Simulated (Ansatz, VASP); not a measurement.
## FeO, level by level in two programs

```
Fe O
1.0
     1.51768    0.87623    2.51579
    -1.51768    0.87623    2.51579
     0.00000   -1.75247    2.51579
Fe O
1 1
Direct
  0.00000 0.00000 0.00000
  0.50000 0.50000 0.50000
```

Single points on this cell with VASP 6.6.1 and Ansatz 0.2.0. Each row is one pair of runs. Alike in all rows: smearing: fermi-dirac, width 0.05 eV; Ansatz's potentials, cutoff: Ansatz PAW, 420 eV.

```csv
level,spin,k mesh,"VASP's potentials, cutoff","pressure (GPa), VASP","pressure (GPa), Ansatz","net moment per atom (μB), VASP","net moment per atom (μB), Ansatz"
PBE,"collinear, zero start",9 × 9 × 9,"VASP PAW PBE potentials, release 64 (Fe, O), 520 eV",-25.8,-26.0,0.00,0.00
PBE,"collinear, typed start",9 × 9 × 9,"VASP PAW PBE potentials, release 64 (Fe, O), 520 eV",-23.0,-23.0,0.40,0.40
PBE,off,11 × 11 × 11,"VASP PAW PBE potentials, release 64 (Fe_sv, O), 600 eV",-27.9,-25.9,-,-
PBE,"collinear, typed start",11 × 11 × 11,"VASP PAW PBE potentials, release 64 (Fe_sv, O), 600 eV",-3.0,-0.6,2.00,2.00
```

Pressure (GPa): the two programs differ by at most 2.39; net moment per atom (μB): the two programs differ by at most 0.

VASP's potentials hold 14 valence electrons a cell and Ansatz's 22 in some rows, so a difference there can come from the potentials and not from the codes.
